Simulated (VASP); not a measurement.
A run of VASP 6.6.1:

File INCAR:

```
PREC = Accurate
ENCUT = 520
EDIFF = 1E-6
ISMEAR = -1
SIGMA = 0.02
LREAL = F
LASPH = T
NELM = 80
ALGO = Normal
ISIF = 2
LWAVE = F
LCHARG = T
GGA = PS
LELF = T
LVHAR = T
NBANDS = 15
```

KPOINTS

```
Automatic mesh
0
Gamma
  8 8 8
```

Contents of POSCAR:

```
BaS
1.0
    0.0000000000      3.1723147904      3.1723147904
    3.1723147904      0.0000000000      3.1723147904
    3.1723147904      3.1723147904      0.0000000000
Ba S
1 1
Direct
    0.0000000000      0.0000000000      0.0000000000
    0.5000000000      0.5000000000      0.5000000000
```

Potentials or basis: VASP PAW PBE potentials, release 64 (Ba_sv, S).

Launch:

```console
$ cat potpaw_PBE.64/Ba_sv/POTCAR potpaw_PBE.64/S/POTCAR > POTCAR
$ mpirun -np 1 vasp_std > vasp.out
```

Hardware: 1 thread of AMD EPYC 7R13 Processor (Zen 3) (shared host).

Q: Estimate the wall time of this run.

A: Wall time 35 s on 1 thread of AMD EPYC 7R13 Processor (Zen 3), with other jobs on the host, peak memory 0.18 GiB. Counts: scf iterations 12, k points 29.
